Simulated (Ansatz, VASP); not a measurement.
## TiO2: VASP beside Ansatz

```
Ti O
1.0
     2.68476   -2.68476   -0.02016
     2.68476    2.68476   -0.02016
    -2.64856    0.00000    4.85010
Ti O
2 4
Cartesian
  2.0226 2.0136 1.1924
  0.6983 -2.0136 3.6174
  -0.6472 -0.6712 3.2038
  3.3682 0.6712 1.6060
  2.0439 -0.6712 4.0311
  0.6770 0.6712 0.7787
```

Alike in both runs: functional r2SCAN; k mesh 6 × 6 × 6; occupations gaussian, width 0.02 eV; no spin polarisation; Hubbard terms Ti d U = 4.0 eV.

Ansatz relaxed the structure, and its values are those at the end. VASP's run is a single point on that final structure, the one shown.

```csv
,VASP,Ansatz
version,VASP 6.6.1,Ansatz 0.2.0
potentials or method,"VASP PAW PBE potentials, release 64 (Ti_sv, O), cutoff 520 eV","scalar-relativistic, plane waves, PAW"
valence electrons in the cell,48,48
```

Ansatz gave:

- gap on the k mesh at the Fermi level (eV): 3.16
- least direct gap on the mesh (eV): 3.43
- pressure (GPa): 0.0
- rms of the force components (eV/Å): 0.001

Question: What did VASP give for the same quantities?

Answer: gap on the k mesh at the Fermi level (eV): 3.24; least direct gap on the mesh (eV): 3.53; pressure (GPa): 5.0; rms of the force components (eV/Å): 0.081.

VASP's potentials were made for PBE, not for r2SCAN. The programs project onto different local orbitals, so the same U acts differently, and such runs can settle in different states.
